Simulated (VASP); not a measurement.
GaAs:

```
Ga As
1.0
     0.00000    2.71976    2.71976
     2.71976    0.00000    2.71976
     2.71976    2.71976    0.00000
Ga As
1 1
Direct
  0.00000 0.00000 0.00000
  0.25000 0.25000 0.25000
```

This cell differs from its parent crystal: strain -4.0%.

Base run:

```yaml
Program: VASP 6.6.1
Functional: HSE06
Potentials_or_basis: VASP PAW PBE potentials, release 64 (Ga_d, As)
Cutoff: 520 eV
k_mesh: 6 × 6 × 6
Occupations: gaussian, width 0.01 eV
Spin: no spin polarisation
```

Its results: band gap on the k mesh 1.83 eV (least direct gap 2.43 eV); pressure 12.5 GPa.

The run is repeated on the same cell with these changes: functional from HSE06 to PBE; k mesh from 6 × 6 × 6 to 4 × 4 × 4. What comes out?

Band gap on the k mesh 1.19 eV (least direct gap 1.42 eV); pressure 15.4 GPa.

Several settings changed at once.

Caveats: some runs use coarse meshes; the cell stands under pressure (at least some runs); the PAW data sets were made with another functional, which shifts forces and pressure a little (at least some runs).

A k mesh can miss the band edges.
